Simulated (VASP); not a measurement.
Here is a VASP 6.6.1 calculation.

File POSCAR:

```
HfN
1.0
    0.0000000000      2.4548220000      2.4548220000
    2.4548220000      0.0000000000      2.4548220000
    2.4548220000      2.4548220000      0.0000000000
Hf N
1 1
Direct
    0.0000000000      0.0000000000      0.0000000000
    0.7500000000      0.7500000000      0.7500000000
```

Contents of INCAR.step1:

```
  PREC = Accurate
  ENCUT = 660
  ISMEAR = 1
  SIGMA = 0.1
  LREAL = F
  LASPH = T
  NELM = 120
  NBANDS = 14
  GGA = PE
  ALGO = Normal
  EDIFF = 1E-5
  LWAVE = T
  LCHARG = F
  GGA_COMPAT = F
```

INCAR.step2

```
  PREC = Accurate
  ENCUT = 660
  EDIFF = 1E-6
  ISMEAR = 1
  SIGMA = 0.1
  LREAL = F
  LASPH = T
  NELM = 120
  ALGO = Normal
  ISIF = 2
  LWAVE = F
  LCHARG = F
  METAGGA = R2SCAN
  LMIXTAU = T
  NBANDS = 14
  ISTART = 1
  GGA_COMPAT = F
```

Contents of KPOINTS:

```
Automatic mesh
0
Gamma
  4 4 4
```

Potentials or basis: VASP PAW PBE potentials, release 64 (Hf_pv, N).

Command:

```console
$ cat potpaw_PBE.64/Hf_pv/POTCAR potpaw_PBE.64/N/POTCAR > POTCAR
$ cp INCAR.step1 INCAR
$ mpirun -np 1 vasp_std > vasp.out
$ cp INCAR.step2 INCAR
$ mpirun -np 1 vasp_std > vasp.out
```

Task: Estimate the pressure.

Result: -2.6 GPa.

Caveat: the k points lie up to 0.55 Å⁻¹ apart; the PAW data sets were made with another functional, which shifts forces and pressure a little.
